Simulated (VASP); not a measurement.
Here is a VASP 6.6.1 calculation.

INCAR

```
SYSTEM = MoS2
PREC = Accurate
ENCUT = 500
EDIFF = 1E-6
ISMEAR = 0
SIGMA = 0.05
LREAL = .FALSE.
LASPH = .TRUE.
NELM = 200
ALGO = Normal
ISIF = 2
LWAVE = .FALSE.
LCHARG = .TRUE.
ISPIN = 2
MAGMOM = 2 2 0 0 0 0
LORBIT = 11
LMAXMIX = 4
GGA = PS
LELF = .TRUE.
LVHAR = .TRUE.
NBANDS = 39
GGA_COMPAT = .FALSE.
```

File KPOINTS:

```
regular mesh
0
G
  8 8 2
  0 0 0
```

POSCAR

```
MoS2
1.0
    3.1610015200      0.0000000000      0.0000000000
   -1.5805007600      2.7375076200      0.0000000000
    0.0000000000      0.0000000000     12.2949997000
Mo S
2 4
Direct
    0.3333333333      0.6666666667      0.2500000000
    0.6666666667      0.3333333333      0.7500000000
    0.3333333333      0.6666666667      0.6275000000
    0.6666666667      0.3333333333      0.1275000000
    0.3333333333      0.6666666667      0.8725000000
    0.6666666667      0.3333333333      0.3725000000
```

Potentials or basis: VASP PAW PBE potentials, release 64 (Mo_sv, S).

Launch:

```console
$ cat potpaw_PBE.64/Mo_sv/POTCAR potpaw_PBE.64/S/POTCAR > POTCAR
$ mpirun -np 1 vasp_std > vasp.out
```

**Question.** What does it give for the band gap on the k mesh?

**Answer.** 0.92 eV (least direct gap 1.94 eV).

**Question.** What does it give for the net moment?

**Answer.** 0.00 μB per cell.

**Question.** What does it give for the pressure?

**Answer.** 3.8 GPa.

**Question.** What does it give for the largest force?

**Answer.** 0.936 eV/Å.

Forces on the atoms (eV/Å):
```
Mo   0.000  0.000  0.000
Mo   0.000  0.000  0.000
S    0.000  0.000 -0.936
S    0.000  0.000 -0.936
S    0.000  0.000  0.936
S    0.000  0.000  0.936
```

Caveat: the stress differs along the axes, from 1 to 9 GPa; the PAW data sets were made with another functional, which shifts forces and pressure a little; this functional lacks dispersion, which binds layers or chains, so the pressure and a relaxed spacing across them are unreliable. A k mesh can miss the band edges.
